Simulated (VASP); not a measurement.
# AlIn2 in VASP: a series of runs

Runs on AlIn2. Level: PBE. Tasks: single point.

Everything below comes from runs of VASP 6.6.1. Logs are shortened: lines on timing, memory, paths and dates and some standing lists are left out, and cuts for length are marked.

## (1) The cell of the first run

Symmetry: I4/mcm, No. 140, tetragonal system. Conventional cell: a = 6.533 Å, b = 6.533 Å, c = 5.450 Å, α = 90.00°, β = 90.00°, γ = 90.00°. Within 3.6 Å of Al (site symmetry 422) lie 2 Al at 2.72 Å and 8 In at 2.81 Å. Within 3.7 Å of In (site symmetry m2m) lie 4 Al at 2.81 Å and 11 In at 2.93 to 3.48 Å.

## (2) Single point, PBE

Contents of INCAR:

```
SYSTEM = AlIn2
PREC = Accurate
ENCUT = 520
EDIFF = 1E-7
ISMEAR = 0
SIGMA = 0.1
LREAL = .False.
LASPH = .True.
NELM = 60
ALGO = Fast
ISIF = 2
LWAVE = .False.
LCHARG = .False.
GGA = PE
NBANDS = 38
```

Contents of KPOINTS:

```
regular mesh
0
Gamma
  4 4 4
  0 0 0
```

Contents of POSCAR:

```
AlIn2
1.0
   -3.2665182300      3.2665182300      2.7247952600
    3.2665182300     -3.2665182300      2.7247952600
    3.2665182300      3.2665182300     -2.7247952600
Al In
2 4
Direct
    0.7500000000      0.7500000000      0.0000000000
    0.2500000000      0.2500000000      0.0000000000
    0.6585508300      0.1585508300      0.8171016600
    0.1585508300      0.3414491700      0.5000000000
    0.8414491700      0.6585508300      0.5000000000
    0.3414491700      0.8414491700      0.1828983400
```

Potentials or basis: VASP PAW PBE potentials, release 64 (Al, In_d).

Run with:

```
> cat potpaw_PBE.64/Al/POTCAR potpaw_PBE.64/In_d/POTCAR > POTCAR
> mpirun -np 1 vasp_std > vasp.out
```

OUTCAR:

```text
SYSTEM = AlIn2
   PREC = Accurate
   ENCUT = 520
   EDIFF = 1E-7
   ISMEAR = 0
   LREAL = .False.
   LASPH = .True.
   NELM = 60
   ISIF = 2
   GGA = PE

 ion  position               nearest neighbor table
   1  0.750  0.750  0.000-   2 2.72   2 2.72   5 2.81   5 2.81   4 2.81   4 2.81   6 2.81   3 2.81
                             3 2.81   6 2.81
   2  0.250  0.250  0.000-   1 2.72   1 2.72   4 2.81   4 2.81   5 2.81   5 2.81   3 2.81   6 2.81
                             3 2.81   6 2.81
   3  0.659  0.159  0.817-   2 2.81   1 2.81   1 2.81   2 2.81   6 2.93   6 3.21   6 3.21   4 3.42
                             5 3.42   4 3.42   5 3.42   5 3.48   4 3.48   4 3.48   5 3.48
   4  0.159  0.341  0.500-   1 2.81   2 2.81   2 2.81   1 2.81   5 2.93   5 3.21   5 3.21   6 3.42
                             3 3.42   3 3.42   6 3.42   6 3.48   3 3.48   3 3.48   6 3.48
   5  0.841  0.659  0.500-   2 2.81   1 2.81   1 2.81   2 2.81   4 2.93   4 3.21   4 3.21   6 3.42
                             3 3.42   3 3.42   6 3.42   3 3.48   6 3.48   6 3.48   3 3.48
   6  0.341  0.841  0.183-   2 2.81   1 2.81   1 2.81   2 2.81   3 2.93   3 3.21   3 3.21   5 3.42
                             4 3.42   5 3.42   4 3.42   5 3.48   4 3.48   5 3.48   4 3.48

  LATTYP: Found a body centered tetragonal cell.
 ALAT       =     6.5330364600
 C/A-ratio  =     0.8341589020

  Lattice vectors:

 A1 = (  -3.2665182300,   3.2665182300,   2.7247952600)
 A2 = (   3.2665182300,  -3.2665182300,   2.7247952600)
 A3 = (   3.2665182300,   3.2665182300,  -2.7247952600)

Analysis of symmetry for initial positions (statically):
=====================================================================
 Subroutine PRICEL returns:
 Original cell was already a primitive cell.

 Routine SETGRP: Setting up the symmetry group for a
 body centered tetragonal supercell.

 Subroutine GETGRP returns: Found 16 space group operations
 (whereof  8 operations were pure point group operations)
 out of a pool of 16 trial point group operations.

The static configuration has the point symmetry C_4h.
 The point group associated with its full space group is D_4h.

Analysis of symmetry for dynamics (positions and initial velocities):
=====================================================================
 Subroutine PRICEL returns:
 Original cell was already a primitive cell.

 Routine SETGRP: Setting up the symmetry group for a
 body centered tetragonal supercell.

 Subroutine GETGRP returns: Found 16 space group operations
 (whereof  8 operations were pure point group operations)
 out of a pool of 16 trial point group operations.

The dynamic configuration has the point symmetry C_4h.
 The point group associated with its full space group is D_4h.

 Subroutine INISYM returns: Found 16 space group operations
 (whereof  8 operations are pure point group operations),
 and found     1 'primitive' translations

----------------------------------------------------------------------------------------

                                     Primitive cell

  volume of cell :     116.2958

  direct lattice vectors                    reciprocal lattice vectors
    -3.266518230  3.266518230  2.724795260     0.000000000  0.153068180  0.183500026
     3.266518230 -3.266518230  2.724795260     0.153068180  0.000000000  0.183500026
     3.266518230  3.266518230 -2.724795260     0.153068180  0.153068180  0.000000000

  length of vectors
     5.363281822  5.363281822  5.363281822     0.238960514  0.238960514  0.216471096

  position of ions in fractional coordinates (direct lattice)
     0.750000000  0.750000000  0.000000000
     0.250000000  0.250000000  0.000000000
     0.658550830  0.158550830  0.817101660
     0.158550830  0.341449170  0.500000000
     0.841449170  0.658550830  0.500000000
     0.341449170  0.841449170  0.182898340

  ion indices of the primitive-cell ions
   primitive index   ion index
                 1           1
                 2           2
                 3           3
                 4           4
                 5           5
                 6           6

----------------------------------------------------------------------------------------

 KPOINTS: regular mesh

Automatic generation of k-mesh.
 Grid dimensions read from file:
 generate k-points for:    4    4    4

 Generating k-lattice:

  Cartesian coordinates                     Fractional coordinates (reciprocal lattice)
     0.000000000  0.038267045  0.045875006     0.250000000  0.000000000  0.000000000
     0.038267045  0.000000000  0.045875006     0.000000000  0.250000000  0.000000000
     0.038267045  0.038267045  0.000000000     0.000000000  0.000000000  0.250000000

  Length of vectors
     0.059740128  0.059740128  0.054117774

  Shift w.r.t. Gamma in fractional coordinates (k-lattice)
     0.000000000  0.000000000  0.000000000

 Subroutine IBZKPT returns following result:
 ===========================================

 Found     13 irreducible k-points:

 Following reciprocal coordinates:
            Coordinates               Weight
  0.000000  0.000000  0.000000      1.000000
  0.250000  0.000000 -0.000000      8.000000
  0.500000  0.000000 -0.000000      4.000000
  0.250000  0.250000 -0.000000      8.000000
  0.500000  0.250000 -0.000000     16.000000
 -0.250000  0.250000  0.000000      4.000000
  0.500000  0.500000 -0.000000      2.000000
  0.250000  0.250000  0.250000      2.000000
 -0.250000  0.250000  0.250000      4.000000
  0.500000  0.500000  0.250000      4.000000
 -0.250000  0.500000  0.250000      8.000000
 -0.250000 -0.250000  0.250000      2.000000
  0.500000  0.500000  0.500000      1.000000
   k-points           NKPTS =     13   k-points in BZ     NKDIM =     13   number of bands    NBANDS=     38
   number of dos      NEDOS =    301   number of ions     NIONS =      6
   total plane-waves  NPLWV =  64000
   dimension x,y,z NGX =    40 NGY =   40 NGZ =   40
   dimension x,y,z NGXF=    80 NGYF=   80 NGZF=   80
   ions per type =               2   4
   NGX,Y,Z   is equivalent  to a cutoff of  12.40, 12.40, 12.40 a.u.
   NGXF,Y,Z  is equivalent  to a cutoff of  24.80, 24.80, 24.80 a.u.
 SYSTEM =  AlIn2
   PREC   = accura    normal or accurate (medium, high low for compatibility)
   ISTART =      0    job   : 0-new  1-cont  2-samecut
   ICHARG =      2    charge: 1-file 2-atom 10-const
   ISPIN  =      1    spin polarized calculation?
   LNONCOLLINEAR =      F non collinear calculations
   LSORBIT =      F    spin-orbit coupling
   LASPH  =      T    aspherical Exc in radial PAW
   ENCUT  =  520.0 eV  38.22 Ry    6.18 a.u.   9.97  9.97  9.97*2*pi/ulx,y,z
   NELM   =     60;   NELMIN=  2; NELMDL= -5     # of ELM steps
   EDIFF  = 0.1E-06   stopping-criterion for ELM
   LREAL  =      F    real-space projection
   EDIFFG = 0.1E-05   stopping-criterion for IOM
   NSW    =      0    number of steps for IOM
   IBRION =     -1    ionic relax: 0-MD 1-quasi-New 2-CG
   NFREE  =      0    steps in history (QN), initial steepest desc. (CG)
   ISIF   =      2    stress and relaxation
   ISYM   =      2    0-nonsym 1-usesym 2-fastsym
   POTIM  = 0.5000    time-step for ionic-motion
   TEBEG  =    0.0;   TEEND  =   0.0 temperature during run
   PSTRESS=    0.0 pullay stress
   NELECT =      58.0000    total number of electrons
   NUPDOWN=      -1.0000    fix difference up-down
   EMIN   =  10.00;   EMAX   =-10.00  energy-range for DOS
   EFERMI =   0.00;   METHOD = LEGACY
   ISMEAR =     0;   SIGMA  =   0.10  broadening in eV -4-tet -1-fermi 0-gaus
   EFERMI_NEDOS =   21; number of points for ismear=-14 and -15
   IALGO  =     68    algorithm
   IMIX   =      4    mixing-type and parameters
     AMIX     =   0.40;   BMIX     =  1.00
     AMIX_MAG =   1.60;   BMIX_MAG =  1.00
  volume/ion in A,a.u.               =      19.38       130.80
  Fermi-wavevector in a.u.,A,eV,Ry     =   1.298263  2.453362 22.932455  1.685488
  Thomas-Fermi vector in A             =   2.429603
   LORBIT       =      0    0 simple, 1 ext, 2 COOP (PROOUT), +10 PAW based schemes
   GGA     = PE    functional components
   LHFCALC =     F    Hartree Fock is set to
   AEXX    =    0.0000 exact exchange contribution
   IVDW    =     0    specifies the selected vdW correction
   LEPSILON=     F    determine dielectric tensor
   LRPA    =     F    only Hartree local field effects (RPA)
 non-spin polarized calculation
 RMM-DIIS sequential band-by-band and
 Gauss-broadening in eV      SIGMA  =   0.10
  energy-cutoff  :      520.00
  volume of cell :      116.30
 maximum number of plane-waves:      3142
   NGX = 19   NGY = 19   NGZ = 19

 number of electron      58.0000001 magnetization

 Free energy of the ion-electron system (eV)
  ---------------------------------------------------
  ext. energy  EPLUGINS =         0.00000000
  ---------------------------------------------------
  free energy    TOTEN  =       -16.21444967 eV

  energy without entropy =      -16.20433690  energy(sigma->0) =      -16.20939329

 E-fermi :  10.0250     XC(G=0): -11.0212

 val. band max:        9.6043526945   @ k =  -0.2500   0.2500   0.0000
 cond. band min:      10.0921010705   @ k =   0.5000   0.2500  -0.0000
 fundamental gap:      0.4877483760
 Fermi energy:        10.0250218462

 k-point     1 :       0.0000    0.0000    0.0000
  band No.  band energies     occupation
      1      -5.3094      2.00000
      2      -5.2406      2.00000
      3      -5.1889      2.00000
      4      -5.1889      2.00000
      5      -5.1503      2.00000
      6      -5.1237      2.00000
[... 30 lines left out ...]
     37      14.5574      0.00000
     38      17.8275      0.00000

 k-point     2 :       0.2500    0.0000   -0.0000
  band No.  band energies     occupation
      1      -5.2731      2.00000
      2      -5.2548      2.00000
      3      -5.2194      2.00000
      4      -5.2065      2.00000
      5      -5.1344      2.00000
      6      -5.1228      2.00000
[... 30 lines left out ...]
     37      14.9259      0.00000
     38      16.2860      0.00000
[... 408 lines left out ...]
     37      15.5042      0.00000
     38      15.5042      0.00000

 k-point    13 :       0.5000    0.5000    0.5000
  band No.  band energies     occupation
      1      -5.2688      2.00000
      2      -5.2675      2.00000
      3      -5.2622      2.00000
      4      -5.1437      2.00000
      5      -5.1437      2.00000
      6      -5.1109      2.00000
[... 30 lines left out ...]
     37      16.3713      0.00000
     38      16.3729      0.00000

------------------------ aborting loop because EDIFF is reached ----------------------------------------

  FORCE on cell =-STRESS in cart. coord.  units (eV):
  Direction    XX          YY          ZZ          XY          YZ          ZX
  --------------------------------------------------------------------------------------
  -------------------------------------------------------------------------------------
  Total       14.0329437     14.0329437      8.8871001      0.0000000     -0.0000000      0.0000000
  in kB      193.3282532    193.3282532    122.4352898      0.0000000     -0.0000000      0.0000000
  external PRESSURE =     169.6972654 kB  Pullay stress =       0.0000000 kB

 VOLUME and BASIS-vectors are now :
 -----------------------------------------------------------------------------
  energy-cutoff  :      520.00
  volume of cell :      116.30
      direct lattice vectors                 reciprocal lattice vectors
    -3.266518230  3.266518230  2.724795260     0.000000000  0.153068180  0.183500026
     3.266518230 -3.266518230  2.724795260     0.153068180  0.000000000  0.183500026
     3.266518230  3.266518230 -2.724795260     0.153068180  0.153068180  0.000000000

 POSITION                                       TOTAL-FORCE (eV/Angst)
 -----------------------------------------------------------------------------------
      0.00000      0.00000      4.08719         0.000000      0.000000     -0.000000
      0.00000      0.00000      1.36240         0.000000      0.000000     -0.000000
      1.03582      4.30234      0.00000        -0.117661     -0.117661      0.000000
      2.23070      1.03582      0.00000         0.117661     -0.117661     -0.000000
      1.03582      2.23070      2.72480        -0.117661      0.117661     -0.000000
      2.23070     -1.03582      2.72480         0.117661      0.117661     -0.000000
 -----------------------------------------------------------------------------------
    total drift:                                0.000000     -0.000000      0.000000

  FREE ENERGIE OF THE ION-ELECTRON SYSTEM (eV)
  ---------------------------------------------------
  free  energy   TOTEN  =       -16.2144496742 eV

  energy  without entropy=      -16.2043368978  energy(sigma->0) =      -16.20939329
```

Run time: 82 s. Hardware: 1 thread of Intel Xeon Platinum 8375C at 2.90GHz (Ice Lake), shared host; peak memory 0.25 GiB.

Results:

```yaml
Free_energy: -16.2144 eV
Pressure: 17.0 GPa
Largest_force: 0.166 eV/Å
Band_gap_on_the_k_mesh: zero (band 29 reaches 11.15 eV, above the bottom of band 30 at 7.80 eV)
```

Forces on the atoms (eV/Å):
```
Al   0.000  0.000  0.000
Al   0.000  0.000  0.000
In  -0.118 -0.118  0.000
In   0.118 -0.118  0.000
In  -0.118  0.118  0.000
In   0.118  0.118  0.000
```

Levels at points of the mesh, in eV from the Fermi level:
```csv
k point,band 26,band 27,band 28,band 29,band 30,band 31,band 32,band 33
"(0.00, 0.00, 0.00)",-3.53,-2.34,-2.34,-2.23,-2.23,-1.93,-1.75,-0.48
"(0.50, 0.00, 0.00)",-5.34,-1.59,-1.59,1.12,1.12,1.94,1.94,2.12
"(0.50, 0.50, 0.00)",-3.58,-3.07,-1.87,-1.82,-1.21,1.76,2.71,2.77
"(0.50, 0.50, 0.50)",-5.90,0.51,0.87,0.87,1.53,1.53,1.63,1.79
```

Caveat: the k points lie up to 0.38 Å⁻¹ apart; spin-orbit coupling is left out, which moves the levels of the heavy elements.

## (3) Single point, PBE

This run uses another cell than the first one, of 24.25 Å³/atom, 1.251 times its volume.

Contents of INCAR:

```
SYSTEM = AlIn2
PREC = Accurate
ENCUT = 520
EDIFF = 1E-6
ISMEAR = 0
SIGMA = 0.1
LREAL = .FALSE.
LASPH = .TRUE.
NELM = 60
ALGO = Normal
ISIF = 2
LWAVE = .FALSE.
LCHARG = .FALSE.
GGA = PE
NBANDS = 38
```

Contents of KPOINTS:

```
regular mesh
0
G
  4 4 4
  0 0 0
```

Contents of POSCAR:

```
AlIn2
1.0
   -3.5796367923      3.5796367923      2.8382691490
    3.5796367923     -3.5796367923      2.8382691490
    3.5796367923      3.5796367923     -2.8382691490
Al In
2 4
Direct
    0.7500000000      0.7500000000      0.0000000000
    0.2500000000      0.2500000000      0.0000000000
    0.6596450626      0.1596450626      0.8192901252
    0.1596450626      0.3403549374      0.5000000000
    0.8403549374      0.6596450626      0.5000000000
    0.3403549374      0.8403549374      0.1807098748
```

Potentials or basis: VASP PAW PBE potentials, release 64 (Al, In_d).

Run with:

```
> cat potpaw_PBE.64/Al/POTCAR potpaw_PBE.64/In_d/POTCAR > POTCAR
> mpirun -np 1 vasp_std > vasp.out
```

It took 83 s on 1 thread of Intel Xeon Platinum 8375C at 2.90GHz (Ice Lake), shared host; peak memory 0.33 GiB.

Results (log left out):

```
Free energy            : -17.5218 eV
Pressure               : -0.1 GPa
Largest force          : 0.013 eV/Å
Band gap on the k mesh : zero (band 29 reaches 8.48 eV, above the bottom of band 30 at 5.75 eV)
```

Forces in eV/Å, atoms in the order of the input:
```
Al   0.000  0.000  0.000
Al   0.000  0.000  0.000
In  -0.009 -0.009  0.000
In   0.009 -0.009  0.000
In  -0.009  0.009  0.000
In   0.009  0.009  0.000
```

Stress tensor (GPa, compression positive):
```
-0.11  0.00  0.00
 0.00 -0.11  0.00
 0.00  0.00  0.04
```

Levels at points of the mesh, in eV from the Fermi level:
```
           k point  band 27  band 28  band 29  band 30  band 31  band 32
(0.00, 0.00, 0.00)    -1.94    -1.83    -1.83    -1.46    -1.46    -0.92
(0.50, 0.00, 0.00)    -1.34    -1.34     1.27     1.27     1.37     1.37
(0.50, 0.50, 0.00)    -2.47    -2.38    -1.37    -1.35     2.01     2.56
(0.50, 0.50, 0.50)     0.34     1.07     1.07     1.44     1.64     1.64
```

Caveat: spin-orbit coupling is left out, which moves the levels of the heavy elements.

[end of part 1 of 2]
